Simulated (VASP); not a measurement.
# ZnO (P4_2/mmc) in VASP: notebook

Runs on ZnO. Level: PBE. Tasks: single point.

Everything below comes from runs of VASP 6.6.1. Logs are shortened: lines on timing, memory, paths and dates and some standing lists are left out, and cuts for length are marked.

## (1) The cell of the first run

The structure is tetragonal, space group P4_2/mmc (No. 131). Conventional cell: a = 3.033 Å, b = 3.033 Å, c = 5.400 Å, α = 90.00°, β = 90.00°, γ = 90.00°. Zn (site symmetry mmm) has 4 O at 2.03 Å within 2.7 Å. Within 2.7 Å of O (site symmetry -4m2) lie 4 Zn at 2.03 Å and 2 O at 2.70 Å.

## (2) Single point, PBE, collinear spin, ferromagnetic start (atoms taken out)

INCAR

```
SYSTEM = ZnO
PREC     = Accurate       ! precision mode
ENCUT    = 520            ! plane-wave cutoff, eV
EDIFF    = 1E-6           ! SCF threshold, eV
ISMEAR   = 0              ! smearing method
SIGMA    = 0.1            ! smearing width, eV
LREAL    = .False.        ! projectors in reciprocal space
LASPH    = .True.         ! aspherical terms in the spheres
NELM     = 150            ! most SCF steps
ALGO     = Normal         ! electronic algorithm
ISIF     = 2              ! what is computed and relaxed
LWAVE    = .False.        ! write WAVECAR
LCHARG   = .False.        ! write CHGCAR
ISPIN    = 2              ! spin polarisation
MAGMOM   = 0 0 1 1        ! initial moments
LORBIT   = 11             ! projections on sites
GGA      = PE             ! functional
NBANDS   = 30             ! bands
```

KPOINTS

```
Automatic mesh
0
Gamma
  6 6 4
  0 0 0
```

POSCAR

```
ZnO
1.0
    3.0334914149      0.0000000000      0.0000000000
    0.0000000000      3.0334914149      0.0000000000
    0.0000000000      0.0000000000      5.3995402499
Zn O
2 2
Direct
    0.0000000000      0.5000000000      0.0000000000
    0.5000000000      0.0000000000      0.5000000000
    0.5000000000      0.5000000000      0.2500000000
    0.5000000000      0.5000000000      0.7500000000
```

Potentials or basis: VASP PAW PBE potentials, release 64 (Zn, O).

Run with:

```
cat potpaw_PBE.64/Zn/POTCAR potpaw_PBE.64/O/POTCAR > POTCAR
mpirun -np 1 vasp_std > vasp.out
```

OUTCAR:

```text
SYSTEM = ZnO
   PREC = Accurate
   ENCUT = 520
   EDIFF = 1E-6
   ISMEAR = 0
   LREAL = .False.
   LASPH = .True.
   NELM = 150
   ISIF = 2
   ISPIN = 2
   LORBIT = 11
   GGA = PE

 ion  position               nearest neighbor table
   1  0.000  0.500  0.000-   3 2.03   4 2.03   3 2.03   4 2.03
   2  0.500  0.000  0.500-   3 2.03   4 2.03   3 2.03   4 2.03
   3  0.500  0.500  0.250-   1 2.03   2 2.03   2 2.03   1 2.03
   4  0.500  0.500  0.750-   1 2.03   2 2.03   2 2.03   1 2.03

  LATTYP: Found a simple tetragonal cell.
 ALAT       =     3.0334914149
 C/A-ratio  =     1.7799754512

  Lattice vectors:

 A1 = (   3.0334914149,   0.0000000000,   0.0000000000)
 A2 = (   0.0000000000,   3.0334914149,   0.0000000000)
 A3 = (   0.0000000000,   0.0000000000,   5.3995402499)

Analysis of symmetry for initial positions (statically):
=====================================================================
 Subroutine PRICEL returns:
 Original cell was already a primitive cell.

 Routine SETGRP: Setting up the symmetry group for a
 simple tetragonal supercell.

 Subroutine GETGRP returns: Found 16 space group operations
 (whereof  8 operations were pure point group operations)
 out of a pool of 16 trial point group operations.

The static configuration has the point symmetry D_2h.
 The point group associated with its full space group is D_4h.

Analysis of symmetry for dynamics (positions and initial velocities):
=====================================================================
 Subroutine PRICEL returns:
 Original cell was already a primitive cell.

 Routine SETGRP: Setting up the symmetry group for a
 simple tetragonal supercell.

 Subroutine GETGRP returns: Found 16 space group operations
 (whereof  8 operations were pure point group operations)
 out of a pool of 16 trial point group operations.

The dynamic configuration has the point symmetry D_2h.
 The point group associated with its full space group is D_4h.

Analysis of structural, dynamic, and magnetic symmetry:
=====================================================================
 Subroutine PRICEL returns:
 Original cell was already a primitive cell.

 Routine SETGRP: Setting up the symmetry group for a
 simple tetragonal supercell.

 Subroutine GETGRP returns: Found 16 space group operations
 (whereof  8 operations were pure point group operations)
 out of a pool of 16 trial point group operations.

The overall configuration has the point symmetry D_2h.
 The point group associated with its full space group is D_4h.

 Subroutine INISYM returns: Found 16 space group operations
 (whereof  8 operations are pure point group operations),
 and found     1 'primitive' translations

----------------------------------------------------------------------------------------

                                     Primitive cell

  volume of cell :      49.6869

  direct lattice vectors                    reciprocal lattice vectors
     3.033491415  0.000000000  0.000000000     0.329653150  0.000000000  0.000000000
     0.000000000  3.033491415  0.000000000     0.000000000  0.329653150  0.000000000
     0.000000000  0.000000000  5.399540250     0.000000000  0.000000000  0.185200953

  length of vectors
     3.033491415  3.033491415  5.399540250     0.329653150  0.329653150  0.185200953

  position of ions in fractional coordinates (direct lattice)
     0.000000000  0.500000000  0.000000000
     0.500000000  0.000000000  0.500000000
     0.500000000  0.500000000  0.250000000
     0.500000000  0.500000000  0.750000000

  ion indices of the primitive-cell ions
   primitive index   ion index
                 1           1
                 2           2
                 3           3
                 4           4

----------------------------------------------------------------------------------------

 KPOINTS: Automatic mesh

Automatic generation of k-mesh.
 Grid dimensions read from file:
 generate k-points for:    6    6    4

 Generating k-lattice:

  Cartesian coordinates                     Fractional coordinates (reciprocal lattice)
     0.054942192  0.000000000  0.000000000     0.166666667  0.000000000  0.000000000
     0.000000000  0.054942192  0.000000000     0.000000000  0.166666667  0.000000000
     0.000000000  0.000000000  0.046300238     0.000000000  0.000000000  0.250000000

  Length of vectors
     0.054942192  0.054942192  0.046300238

  Shift w.r.t. Gamma in fractional coordinates (k-lattice)
     0.000000000  0.000000000  0.000000000

 Subroutine IBZKPT returns following result:
 ===========================================

 Found     30 irreducible k-points:

 Following reciprocal coordinates:
            Coordinates               Weight
  0.000000  0.000000  0.000000      1.000000
  0.166667  0.000000  0.000000      4.000000
  0.333333  0.000000  0.000000      4.000000
  0.500000  0.000000  0.000000      2.000000
  0.166667  0.166667  0.000000      4.000000
  0.333333  0.166667  0.000000      8.000000
[... 16 lines left out ...]
  0.333333  0.000000  0.500000      4.000000
  0.500000  0.000000  0.500000      2.000000
 [... further k-points ...]
   k-points           NKPTS =     30   k-points in BZ     NKDIM =     30   number of bands    NBANDS=     30
   number of dos      NEDOS =    301   number of ions     NIONS =      4
   total plane-waves  NPLWV =  23040
   dimension x,y,z NGX =    24 NGY =   24 NGZ =   40
   dimension x,y,z NGXF=    48 NGYF=   48 NGZF=   80
   ions per type =               2   2
   NGX,Y,Z   is equivalent  to a cutoff of  13.15, 13.15, 12.32 a.u.
   NGXF,Y,Z  is equivalent  to a cutoff of  26.31, 26.31, 24.63 a.u.
 SYSTEM =  ZnO
   PREC   = accura    normal or accurate (medium, high low for compatibility)
   ISTART =      0    job   : 0-new  1-cont  2-samecut
   ICHARG =      2    charge: 1-file 2-atom 10-const
   ISPIN  =      2    spin polarized calculation?
   LNONCOLLINEAR =      F non collinear calculations
   LSORBIT =      F    spin-orbit coupling
   LASPH  =      T    aspherical Exc in radial PAW
   ENCUT  =  520.0 eV  38.22 Ry    6.18 a.u.   5.64  5.64 10.04*2*pi/ulx,y,z
   NELM   =    150;   NELMIN=  2; NELMDL= -5     # of ELM steps
   EDIFF  = 0.1E-05   stopping-criterion for ELM
   LREAL  =      F    real-space projection
   EDIFFG = 0.1E-04   stopping-criterion for IOM
   NSW    =      0    number of steps for IOM
   IBRION =     -1    ionic relax: 0-MD 1-quasi-New 2-CG
   NFREE  =      0    steps in history (QN), initial steepest desc. (CG)
   ISIF   =      2    stress and relaxation
   ISYM   =      2    0-nonsym 1-usesym 2-fastsym
   POTIM  = 0.5000    time-step for ionic-motion
   TEBEG  =    0.0;   TEEND  =   0.0 temperature during run
   PSTRESS=    0.0 pullay stress
   NELECT =      36.0000    total number of electrons
   NUPDOWN=      -1.0000    fix difference up-down
   EMIN   =  10.00;   EMAX   =-10.00  energy-range for DOS
   EFERMI =   0.00;   METHOD = LEGACY
   ISMEAR =     0;   SIGMA  =   0.10  broadening in eV -4-tet -1-fermi 0-gaus
   EFERMI_NEDOS =   21; number of points for ismear=-14 and -15
   IALGO  =     38    algorithm
   IMIX   =      4    mixing-type and parameters
     AMIX     =   0.40;   BMIX     =  1.00
     AMIX_MAG =   1.60;   BMIX_MAG =  1.00
  volume/ion in A,a.u.               =      12.42        83.83
  Fermi-wavevector in a.u.,A,eV,Ry     =   1.470375  2.778607 29.415847  2.162004
  Thomas-Fermi vector in A             =   2.585640
   LORBIT       =     11    0 simple, 1 ext, 2 COOP (PROOUT), +10 PAW based schemes
   GGA     = PE    functional components
   LHFCALC =     F    Hartree Fock is set to
   AEXX    =    0.0000 exact exchange contribution
   IVDW    =     0    specifies the selected vdW correction
   LEPSILON=     F    determine dielectric tensor
   LRPA    =     F    only Hartree local field effects (RPA)
 spin polarized calculation
 Gauss-broadening in eV      SIGMA  =   0.10
  energy-cutoff  :      520.00
  volume of cell :       49.69
 maximum number of plane-waves:      1358
 NGX is ok and might be reduce to    24
   NGX = 11   NGY = 11   NGZ = 21

 number of electron      36.0000022 magnetization      -0.0001435

 number of electron      36.0000022 magnetization       0.0000078

 Free energy of the ion-electron system (eV)
  ---------------------------------------------------
  ext. energy  EPLUGINS =         0.00000000
  ---------------------------------------------------
  free energy    TOTEN  =       -16.59079276 eV

  energy without entropy =      -16.58987357  energy(sigma->0) =      -16.59033316

 E-fermi :   1.9165     XC(G=0): -10.7598

 val. band max:        1.8156666169   @ k =   0.5000   0.3333   0.0000
 cond. band min:       1.9516994082   @ k =   0.5000   0.5000   0.0000
 fundamental gap:      0.1360327913
 Fermi energy:         1.9165170363

 spin component 1

 k-point     1 :       0.0000    0.0000    0.0000
  band No.  band energies     occupation
      1     -16.7779      1.00000
      2     -15.6528      1.00000
      3      -6.0240      1.00000
      4      -4.6250      1.00000
      5      -4.6250      1.00000
      6      -4.5084      1.00000
[... 22 lines left out ...]
     29      20.5899      0.00000
     30      20.7925      0.00000

 k-point     2 :       0.1667    0.0000    0.0000
  band No.  band energies     occupation
      1     -16.6519      1.00000
      2     -15.6104      1.00000
      3      -5.8096      1.00000
      4      -4.6338      1.00000
      5      -4.5760      1.00000
      6      -4.4467      1.00000
[... 718 lines left out ...]
 k-point    24 :       0.5000    0.0000    0.5000
  band No.  band energies     occupation
      1     -16.0147      1.00000
      2     -15.7435      1.00000
      3      -5.1522      1.00000
      4      -5.1408      1.00000
      5      -4.6205      1.00000
      6      -4.3915      1.00000
[... 22 lines left out ...]
     29      18.4789      0.00000
     30      20.0263      0.00000

 [... further k-points ...]

 spin component 2

 k-point     1 :       0.0000    0.0000    0.0000
  band No.  band energies     occupation
      1     -16.7779      1.00000
      2     -15.6527      1.00000
      3      -6.0240      1.00000
      4      -4.6250      1.00000
      5      -4.6250      1.00000
      6      -4.5084      1.00000
[... 22 lines left out ...]
     29      20.5898      0.00000
     30      20.7924      0.00000

 k-point     2 :       0.1667    0.0000    0.0000
  band No.  band energies     occupation
      1     -16.6519      1.00000
      2     -15.6103      1.00000
      3      -5.8095      1.00000
      4      -4.6338      1.00000
      5      -4.5760      1.00000
      6      -4.4467      1.00000
[... 718 lines left out ...]
 k-point    24 :       0.5000    0.0000    0.5000
  band No.  band energies     occupation
      1     -16.0146      1.00000
      2     -15.7434      1.00000
      3      -5.1522      1.00000
      4      -5.1408      1.00000
      5      -4.6205      1.00000
      6      -4.3915      1.00000
[... 22 lines left out ...]
     29      18.4788      0.00000
     30      20.0262      0.00000

 [... further k-points ...]

------------------------ aborting loop because EDIFF is reached ----------------------------------------

  FORCE on cell =-STRESS in cart. coord.  units (eV):
  Direction    XX          YY          ZZ          XY          YZ          ZX
  --------------------------------------------------------------------------------------
  -------------------------------------------------------------------------------------
  Total        0.1198930      0.1198930      0.4010186      0.0000000      0.0000000      0.0000000
  in kB        3.8660010      3.8660010     12.9310212      0.0000000      0.0000000      0.0000000
  external PRESSURE =       6.8876744 kB  Pullay stress =       0.0000000 kB

 VOLUME and BASIS-vectors are now :
 -----------------------------------------------------------------------------
  energy-cutoff  :      520.00
  volume of cell :       49.69
      direct lattice vectors                 reciprocal lattice vectors
     3.033491415  0.000000000  0.000000000     0.329653150  0.000000000  0.000000000
     0.000000000  3.033491415  0.000000000     0.000000000  0.329653150  0.000000000
     0.000000000  0.000000000  5.399540250     0.000000000  0.000000000  0.185200953

 POSITION                                       TOTAL-FORCE (eV/Angst)
 -----------------------------------------------------------------------------------
      0.00000      1.51675      0.00000         0.000000      0.000000      0.000000
      1.51675      0.00000      2.69977         0.000000      0.000000      0.000000
      1.51675      1.51675      1.34989        -0.000000     -0.000000      0.000000
      1.51675      1.51675      4.04966         0.000000      0.000000      0.000000
 -----------------------------------------------------------------------------------
    total drift:                                0.000000      0.000000     -0.000000

  FREE ENERGIE OF THE ION-ELECTRON SYSTEM (eV)
  ---------------------------------------------------
  free  energy   TOTEN  =       -16.5907927550 eV

  energy  without entropy=      -16.5898735659  energy(sigma->0) =      -16.59033316

 total charge

# of ion       s       p       d       tot
------------------------------------------
    1        0.471   0.397   9.860  10.729
    2        0.471   0.397   9.860  10.729
    3        1.566   3.410   0.000   4.976
    4        1.566   3.410   0.000   4.976
--------------------------------------------------
tot          4.075   7.613  19.720  31.408

 magnetization (x)

# of ion       s       p       d       tot
------------------------------------------
    1       -0.000  -0.000   0.000  -0.000
    2       -0.000  -0.000   0.000  -0.000
    3        0.000   0.000   0.000   0.000
    4        0.000   0.000   0.000   0.000
--------------------------------------------------
tot          0.000   0.000   0.000   0.000
```

Wall time 1.8 min (1 thread of Intel Xeon 8259CL, shared host); peak memory 0.21 GiB.

What came out:

```
Free energy                                           : -16.5908 eV
Pressure                                              : 0.7 GPa
Band gap on the k mesh                                : zero (filled and empty bands overlap)
Net moment                                            : 0.00 μB per cell
Valence electrons inside the program's atomic spheres : Zn 10.73; O 4.98
```

Stress tensor (GPa, compression positive):
```
0.39 0.00 0.00
0.00 0.39 0.00
0.00 0.00 1.29
```

Levels at points of the mesh, in eV from the Fermi level:
Spin up:
```
           k point  band 15  band 16  band 17  band 18  band 19  band 20  band 21  band 22
(0.00, 0.00, 0.00)    -2.71    -1.91    -0.59    -0.52    -0.52     5.07     5.34    11.61
(0.50, 0.00, 0.00)    -3.65    -2.07    -0.75    -0.53     2.10     4.52     4.55     9.80
(0.50, 0.50, 0.00)    -3.68    -3.68    -3.68     0.04     1.21     5.28     7.08     7.08
(0.00, 0.00, 0.50)    -2.17    -2.17    -1.03    -1.03     1.96     1.96     9.63     9.63
(0.50, 0.00, 0.50)    -3.84    -2.20    -2.14    -0.54     3.32     4.10     6.30     7.27
(0.50, 0.50, 0.50)    -3.47    -3.47    -2.14    -2.14     2.65     2.65     7.63     7.63
```
Spin down:
```tsv
k point	band 16	band 17	band 18	band 19	band 20	band 21
(0.00, 0.00, 0.00)	-1.91	-0.59	-0.52	-0.52	5.07	5.34
(0.50, 0.00, 0.00)	-2.07	-0.75	-0.53	2.10	4.52	4.55
(0.50, 0.50, 0.00)	-3.68	-3.68	0.04	1.21	5.28	7.08
(0.00, 0.00, 0.50)	-2.17	-1.03	-1.03	1.96	1.96	9.63
(0.50, 0.00, 0.50)	-2.20	-2.14	-0.54	3.32	4.10	6.30
(0.50, 0.50, 0.50)	-3.47	-2.14	-2.14	2.65	2.65	7.63
```

Caveat: the cell differs from its parent crystal (atoms taken out); semilocal functionals underestimate gaps, and a narrow one can read as zero.

## (3) Single point, PBE (atoms taken out)

INCAR

```
PREC = Accurate
ENCUT = 520
EDIFF = 1E-6
ISMEAR = 0
SIGMA = 0.1
LREAL = F
LASPH = T
NELM = 80
ALGO = Normal
ISIF = 2
LWAVE = F
LCHARG = T
GGA = PE
LELF = T
LVHAR = T
NBANDS = 26
```

KPOINTS

```
regular mesh
0
Gamma
  16 16 10
```

POSCAR

```
ZnO
1.0
    3.0283840482      0.0000000000      0.0000000000
    0.0000000000      3.0283840482      0.0000000000
    0.0000000000      0.0000000000      5.4071193682
Zn O
2 2
Direct
    0.0000000000      0.5000000000      0.0000000000
    0.5000000000      0.0000000000      0.5000000000
    0.5000000000      0.5000000000      0.2500000000
    0.5000000000      0.5000000000      0.7500000000
```

Potentials or basis: VASP PAW PBE potentials, release 64 (Zn, O).

Run with:

```
cat potpaw_PBE.64/Zn/POTCAR potpaw_PBE.64/O/POTCAR > POTCAR
mpirun -np 1 vasp_std > vasp.out
```

OUTCAR:

```text
PREC = Accurate
   ENCUT = 520
   EDIFF = 1E-6
   ISMEAR = 0
   LREAL = F
   LASPH = T
   NELM = 80
   ISIF = 2
   GGA = PE

 ion  position               nearest neighbor table
   1  0.000  0.500  0.000-   3 2.03   4 2.03   3 2.03   4 2.03
   2  0.500  0.000  0.500-   3 2.03   4 2.03   3 2.03   4 2.03
   3  0.500  0.500  0.250-   1 2.03   2 2.03   2 2.03   1 2.03
   4  0.500  0.500  0.750-   1 2.03   2 2.03   2 2.03   1 2.03

  LATTYP: Found a simple tetragonal cell.
[... 898 lines left out ...]
  Direction    XX          YY          ZZ          XY          YZ          ZX
  --------------------------------------------------------------------------------------
  -------------------------------------------------------------------------------------
  Total        0.2083357      0.2083357      0.3354151      0.0000000      0.0000000      0.0000000
  in kB        6.7311053      6.7311053     10.8369069      0.0000000      0.0000000      0.0000000
  external PRESSURE =       8.0997059 kB  Pullay stress =       0.0000000 kB

 VOLUME and BASIS-vectors are now :
 -----------------------------------------------------------------------------
  energy-cutoff  :      520.00
  volume of cell :       49.59
      direct lattice vectors                 reciprocal lattice vectors
     3.028384048  0.000000000  0.000000000     0.330209110  0.000000000  0.000000000
     0.000000000  3.028384048  0.000000000     0.000000000  0.330209110  0.000000000
     0.000000000  0.000000000  5.407119368     0.000000000  0.000000000  0.184941358

 POSITION                                       TOTAL-FORCE (eV/Angst)
 -----------------------------------------------------------------------------------
      0.00000      1.51419      0.00000         0.000000      0.000000      0.000000
      1.51419      0.00000      2.70356         0.000000      0.000000      0.000000
      1.51419      1.51419      1.35178        -0.000000     -0.000000     -0.000000
      1.51419      1.51419      4.05534         0.000000      0.000000      0.000000
 -----------------------------------------------------------------------------------
    total drift:                                0.000000      0.000000     -0.000000

  FREE ENERGIE OF THE ION-ELECTRON SYSTEM (eV)
  ---------------------------------------------------
  free  energy   TOTEN  =       -16.5889606097 eV

  energy  without entropy=      -16.5878930556  energy(sigma->0) =      -16.58842683
```

Wall time 6 min (1 thread of Intel Xeon 8259CL, shared host); peak memory 0.38 GiB.

Results:

```yaml
Free_energy: -16.5890 eV
Pressure: 0.8 GPa
Band_gap_on_the_k_mesh: zero (bands 18 and 19 overlap by 0.55 eV)
```

Stress tensor (GPa, compression positive):
```
0.67 0.00 0.00
0.00 0.67 0.00
0.00 0.00 1.08
```

Caveat: the cell differs from its parent crystal (atoms taken out); semilocal functionals underestimate gaps, and a narrow one can read as zero.

The gap in the log of VASP goes by the Fermi energy; the results here count the filled bands.